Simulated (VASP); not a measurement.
# Al2O3 (R-3c) in VASP: notebook

The runs below take Al2O3 through single point, with PBEsol.

Program: VASP 6.6.1. These are calculated values, not measurements. Logs are shortened: lines on timing, memory, paths and dates and some standing lists are left out, and cuts for length are marked.

### 1 The cell of the first run

The structure is trigonal, space group R-3c (No. 167). Conventional cell: a = 5.142 Å, b = 5.142 Å, c = 11.214 Å, α = 90.00°, β = 90.00°, γ = 120.00°. Within 2.5 Å of Al (site symmetry 3) lie 6 O at 1.91 to 1.97 Å and 1 Al at 2.37 Å. Within 2.6 Å of O (site symmetry 2) lie 4 Al at 1.91 to 1.97 Å and 6 O at 2.45 to 2.59 Å.

### 2 Single point, PBEsol

File INCAR:

```
PREC     = Accurate       # precision mode
ENCUT    = 520            # plane-wave cutoff, eV
EDIFF    = 1E-6           # SCF threshold, eV
ISMEAR   = 0              # smearing method
SIGMA    = 0.05           # smearing width, eV
LREAL    = False          # projectors in reciprocal space
LASPH    = True           # aspherical terms in the spheres
NELM     = 100            # most SCF steps
ALGO     = Normal         # electronic algorithm
ISIF     = 2              # what is computed and relaxed
LWAVE    = False          # write WAVECAR
LCHARG   = False          # write CHGCAR
GGA      = PS             # functional
NBANDS   = 35             # bands
```

File KPOINTS:

```
regular mesh
0
Gamma
  6 6 6
```

File POSCAR:

```
Al2O3
1.0
    2.5709366441      1.4843309635      3.7381418805
   -2.5709366441      1.4843309635      3.7381418805
    0.0000000000     -2.9686619271      3.7381418805
Al O
4 6
Direct
    0.8558773135      0.8558773135      0.8558773135
    0.6441226865      0.6441226865      0.6441226865
    0.1441226865      0.1441226865      0.1441226865
    0.3558773135      0.3558773135      0.3558773135
    0.0558571577      0.4441428423      0.7500000000
    0.7500000000      0.0558571577      0.4441428423
    0.4441428423      0.7500000000      0.0558571577
    0.9441428423      0.5558571577      0.2500000000
    0.2500000000      0.9441428423      0.5558571577
    0.5558571577      0.2500000000      0.9441428423
```

Potentials or basis: VASP PAW PBE potentials, release 64 (Al, O).

Started as:

```bash
> cat potpaw_PBE.64/Al/POTCAR potpaw_PBE.64/O/POTCAR > POTCAR
> mpirun -np 1 vasp_std > vasp.out
```

OUTCAR:

```text
PREC = Accurate
   ENCUT = 520
   EDIFF = 1E-6
   ISMEAR = 0
   LREAL = False
   LASPH = True
   NELM = 100
   ISIF = 2
   GGA = PS

 ion  position               nearest neighbor table
   1  0.856  0.856  0.856-   9 1.91   8 1.91  10 1.91   7 1.97   5 1.97   6 1.97   2 2.37   3 3.01
                             3 3.01   3 3.01   3 3.23   2 3.27   2 3.27   2 3.27
   2  0.644  0.644  0.644-  10 1.91   8 1.91   9 1.91   6 1.97   5 1.97   7 1.97   1 2.37   4 3.01
                             4 3.01   4 3.01   4 3.23   1 3.27   1 3.27   1 3.27
   3  0.144  0.144  0.144-   6 1.91   5 1.91   7 1.91  10 1.97   8 1.97   9 1.97   4 2.37   1 3.01
                             1 3.01   1 3.01   1 3.23   4 3.27   4 3.27   4 3.27
   4  0.356  0.356  0.356-   7 1.91   5 1.91   6 1.91   9 1.97   8 1.97  10 1.97   3 2.37   2 3.01
                             2 3.01   2 3.01   2 3.23   3 3.27   3 3.27   3 3.27
   5  0.056  0.444  0.750-   3 1.91   4 1.91   1 1.97   2 1.97
   6  0.750  0.056  0.444-   3 1.91   4 1.91   2 1.97   1 1.97
   7  0.444  0.750  0.056-   4 1.91   3 1.91   1 1.97   2 1.97
   8  0.944  0.556  0.250-   1 1.91   2 1.91   3 1.97   4 1.97
   9  0.250  0.944  0.556-   1 1.91   2 1.91   4 1.97   3 1.97
  10  0.556  0.250  0.944-   2 1.91   1 1.91   3 1.97   4 1.97

  LATTYP: Found a trigonal (rhomboedric) cell.
 ALAT       =     4.7735373002
 COS(alpha) =     0.4198609445

  Lattice vectors:

 A1 = (   2.5709366441,   1.4843309635,   3.7381418805)
 A2 = (  -2.5709366441,   1.4843309635,   3.7381418805)
 A3 = (   0.0000000000,  -2.9686619271,   3.7381418805)

Analysis of symmetry for initial positions (statically):
=====================================================================
 Subroutine PRICEL returns:
 Original cell was already a primitive cell.

 Routine SETGRP: Setting up the symmetry group for a
 trigonal (rhombohedral) supercell.

 Subroutine GETGRP returns: Found 12 space group operations
 (whereof  6 operations were pure point group operations)
 out of a pool of 12 trial point group operations.

The static configuration has the point symmetry S_6 .
 The point group associated with its full space group is D_3d.

Analysis of symmetry for dynamics (positions and initial velocities):
=====================================================================
 Subroutine PRICEL returns:
 Original cell was already a primitive cell.

 Routine SETGRP: Setting up the symmetry group for a
 trigonal (rhombohedral) supercell.

 Subroutine GETGRP returns: Found 12 space group operations
 (whereof  6 operations were pure point group operations)
 out of a pool of 12 trial point group operations.

The dynamic configuration has the point symmetry S_6 .
 The point group associated with its full space group is D_3d.

 Subroutine INISYM returns: Found 12 space group operations
 (whereof  6 operations are pure point group operations),
 and found     1 'primitive' translations

----------------------------------------------------------------------------------------

                                     Primitive cell

  volume of cell :      85.5912

  direct lattice vectors                    reciprocal lattice vectors
     2.570936644  1.484330963  3.738141881     0.194481650  0.112284033  0.089170862
    -2.570936644  1.484330963  3.738141881    -0.194481650  0.112284033  0.089170862
     0.000000000 -2.968661927  3.738141881     0.000000000 -0.224568066  0.089170862

  length of vectors
     4.773537300  4.773537300  4.773537300     0.241624210  0.241624210  0.241624210

  position of ions in fractional coordinates (direct lattice)
     0.855877314  0.855877314  0.855877314
     0.644122686  0.644122686  0.644122686
     0.144122686  0.144122686  0.144122686
     0.355877314  0.355877314  0.355877314
     0.055857158  0.444142842  0.750000000
     0.750000000  0.055857158  0.444142842
     0.444142842  0.750000000  0.055857158
     0.944142842  0.555857158  0.250000000
     0.250000000  0.944142842  0.555857158
     0.555857158  0.250000000  0.944142842

  ion indices of the primitive-cell ions
   primitive index   ion index
                 1           1
                 2           2
                 3           3
                 4           4
                 5           5
                 6           6
                 7           7
                 8           8
                 9           9
                10          10

----------------------------------------------------------------------------------------

 KPOINTS: regular mesh

Automatic generation of k-mesh.
 Grid dimensions read from file:
 generate k-points for:    6    6    6

 Generating k-lattice:

  Cartesian coordinates                     Fractional coordinates (reciprocal lattice)
     0.032413608  0.018714005  0.014861810     0.166666667  0.000000000  0.000000000
    -0.032413608  0.018714005  0.014861810     0.000000000  0.166666667  0.000000000
     0.000000000 -0.037428011  0.014861810     0.000000000  0.000000000  0.166666667

  Length of vectors
     0.040270702  0.040270702  0.040270702

  Shift w.r.t. Gamma in fractional coordinates (k-lattice)
     0.000000000  0.000000000  0.000000000

 Subroutine IBZKPT returns following result:
 ===========================================

 Found     32 irreducible k-points:

 Following reciprocal coordinates:
            Coordinates               Weight
  0.000000  0.000000  0.000000      1.000000
  0.166667 -0.000000  0.000000      6.000000
  0.333333 -0.000000  0.000000      6.000000
  0.500000  0.000000  0.000000      3.000000
  0.166667  0.166667  0.000000      6.000000
  0.333333  0.166667  0.000000     12.000000
[... 16 lines left out ...]
  0.500000  0.500000  0.166667      6.000000
 -0.333333  0.500000  0.166667     12.000000
 [... further k-points ...]
   k-points           NKPTS =     32   k-points in BZ     NKDIM =     32   number of bands    NBANDS=     35
   number of dos      NEDOS =    301   number of ions     NIONS =     10
   total plane-waves  NPLWV =  46656
   dimension x,y,z NGX =    36 NGY =   36 NGZ =   36
   dimension x,y,z NGXF=    72 NGYF=   72 NGZF=   72
   ions per type =               4   6
   NGX,Y,Z   is equivalent  to a cutoff of  12.54, 12.54, 12.54 a.u.
   NGXF,Y,Z  is equivalent  to a cutoff of  25.08, 25.08, 25.08 a.u.
 SYSTEM =  unknown system
   PREC   = accura    normal or accurate (medium, high low for compatibility)
   ISTART =      0    job   : 0-new  1-cont  2-samecut
   ICHARG =      2    charge: 1-file 2-atom 10-const
   ISPIN  =      1    spin polarized calculation?
   LNONCOLLINEAR =      F non collinear calculations
   LSORBIT =      F    spin-orbit coupling
   LASPH  =      T    aspherical Exc in radial PAW
   ENCUT  =  520.0 eV  38.22 Ry    6.18 a.u.   8.88  8.88  8.88*2*pi/ulx,y,z
   NELM   =    100;   NELMIN=  2; NELMDL= -5     # of ELM steps
   EDIFF  = 0.1E-05   stopping-criterion for ELM
   LREAL  =      F    real-space projection
   EDIFFG = 0.1E-04   stopping-criterion for IOM
   NSW    =      0    number of steps for IOM
   IBRION =     -1    ionic relax: 0-MD 1-quasi-New 2-CG
   NFREE  =      0    steps in history (QN), initial steepest desc. (CG)
   ISIF   =      2    stress and relaxation
   ISYM   =      2    0-nonsym 1-usesym 2-fastsym
   POTIM  = 0.5000    time-step for ionic-motion
   TEBEG  =    0.0;   TEEND  =   0.0 temperature during run
   PSTRESS=    0.0 pullay stress
   NELECT =      48.0000    total number of electrons
   NUPDOWN=      -1.0000    fix difference up-down
   EMIN   =  10.00;   EMAX   =-10.00  energy-range for DOS
   EFERMI =   0.00;   METHOD = LEGACY
   ISMEAR =     0;   SIGMA  =   0.05  broadening in eV -4-tet -1-fermi 0-gaus
   EFERMI_NEDOS =   21; number of points for ismear=-14 and -15
   IALGO  =     38    algorithm
   IMIX   =      4    mixing-type and parameters
     AMIX     =   0.40;   BMIX     =  1.00
     AMIX_MAG =   1.60;   BMIX_MAG =  1.00
  volume/ion in A,a.u.               =       8.56        57.76
  Fermi-wavevector in a.u.,A,eV,Ry     =   1.350037  2.551199 24.797961  1.822599
  Thomas-Fermi vector in A             =   2.477574
   LORBIT       =      0    0 simple, 1 ext, 2 COOP (PROOUT), +10 PAW based schemes
   GGA     = PS    functional components
   LHFCALC =     F    Hartree Fock is set to
   AEXX    =    0.0000 exact exchange contribution
   IVDW    =     0    specifies the selected vdW correction
   LEPSILON=     F    determine dielectric tensor
   LRPA    =     F    only Hartree local field effects (RPA)
 non-spin polarized calculation
 Gauss-broadening in eV      SIGMA  =   0.05
  energy-cutoff  :      520.00
  volume of cell :       85.59
 maximum number of plane-waves:      2339
   NGX = 17   NGY = 17   NGZ = 17

 number of electron      47.9999979 magnetization

 Free energy of the ion-electron system (eV)
  ---------------------------------------------------
  ext. energy  EPLUGINS =         0.00000000
  ---------------------------------------------------
  free energy    TOTEN  =       -75.67430905 eV

  energy without entropy =      -75.67430905  energy(sigma->0) =      -75.67430905

 E-fermi :   7.5352     XC(G=0): -11.9595

 val. band max:        7.2428752570   @ k =   0.0000   0.0000   0.0000
 cond. band min:      10.7803490893   @ k =   0.0000   0.0000   0.0000
 fundamental gap:      3.5374738323
 Fermi energy:         7.5351786907

 k-point     1 :       0.0000    0.0000    0.0000
  band No.  band energies     occupation
      1     -12.9675      2.00000
      2     -10.5055      2.00000
      3     -10.5055      2.00000
      4     -10.0229      2.00000
      5     -10.0229      2.00000
      6      -9.6215      2.00000
[... 27 lines left out ...]
     34      19.1912      0.00000
     35      20.6372      0.00000

 k-point     2 :       0.1667   -0.0000    0.0000
  band No.  band energies     occupation
      1     -12.8353      2.00000
      2     -10.7229      2.00000
      3     -10.5036      2.00000
      4     -10.0806      2.00000
      5      -9.9759      2.00000
      6      -9.6308      2.00000
[... 27 lines left out ...]
     34      19.4029      0.00000
     35      19.7794      0.00000
[... 796 lines left out ...]
     34      18.6850      0.00000
     35      19.1457      0.00000

 k-point    24 :      -0.3333    0.5000    0.1667
  band No.  band energies     occupation
      1     -11.6013      2.00000
      2     -11.2432      2.00000
      3     -11.0227      2.00000
      4     -10.7403      2.00000
      5      -9.9635      2.00000
      6      -9.7956      2.00000
[... 27 lines left out ...]
     34      18.9015      0.00000
     35      19.1594      0.00000

 [... further k-points ...]
[... 5 lines left out ...]
  --------------------------------------------------------------------------------------
  -------------------------------------------------------------------------------------
  Total      -13.6911312    -13.6911312     25.9977107     -0.0000000     -0.0000000     -0.0000000
  in kB     -256.2835675   -256.2835675    486.6497859     -0.0000000     -0.0000000     -0.0000000
  external PRESSURE =      -8.6391164 kB  Pullay stress =       0.0000000 kB

 VOLUME and BASIS-vectors are now :
 -----------------------------------------------------------------------------
  energy-cutoff  :      520.00
  volume of cell :       85.59
      direct lattice vectors                 reciprocal lattice vectors
     2.570936644  1.484330963  3.738141881     0.194481650  0.112284033  0.089170862
    -2.570936644  1.484330963  3.738141881    -0.194481650  0.112284033  0.089170862
     0.000000000 -2.968661927  3.738141881     0.000000000 -0.224568066  0.089170862

 POSITION                                       TOTAL-FORCE (eV/Angst)
 -----------------------------------------------------------------------------------
      0.00000     -0.00000      9.59817         0.000000     -0.000000      1.396478
      0.00000     -0.00000      7.22347         0.000000      0.000000     -1.396478
      0.00000     -0.00000      1.61625         0.000000      0.000000     -1.396478
      0.00000     -0.00000      3.99096         0.000000     -0.000000      1.396478
     -0.99826     -1.48433      4.67268        -0.360324     -0.000000      0.000000
      1.78460     -0.12235      4.67268         0.180162     -0.312050      0.000000
     -0.78634      1.60668      4.67268         0.180162      0.312050      0.000000
      0.99826      1.48433      6.54175         0.360324     -0.000000      0.000000
     -1.78460      0.12235      6.54175        -0.180162      0.312050      0.000000
      0.78634     -1.60668      6.54175        -0.180162     -0.312050      0.000000
 -----------------------------------------------------------------------------------
    total drift:                               -0.000000      0.000000     -0.000000

  FREE ENERGIE OF THE ION-ELECTRON SYSTEM (eV)
  ---------------------------------------------------
  free  energy   TOTEN  =       -75.6743090485 eV

  energy  without entropy=      -75.6743090485  energy(sigma->0) =      -75.67430905
```

Wall time 45 s (1 thread of AMD EPYC 9R45 (Zen 5), shared host); peak memory 0.2 GiB.

Results:

```yaml
Free_energy: -75.6743 eV
Pressure: -0.9 GPa
Largest_force: 1.396 eV/Å
Band_gap_on_the_k_mesh: 3.54 eV
```

Forces on the atoms (eV/Å):
```
Al   0.000  0.000  1.396
Al   0.000  0.000 -1.396
Al   0.000  0.000 -1.396
Al   0.000  0.000  1.396
O   -0.360  0.000  0.000
O    0.180 -0.312  0.000
O    0.180  0.312  0.000
O    0.360  0.000  0.000
O   -0.180  0.312  0.000
O   -0.180 -0.312  0.000
```

Caveat: the stress differs along the axes, from -26 to 49 GPa; the PAW data sets were made with another functional, which shifts forces and pressure a little.

(Part 1 of 2 ends here.)
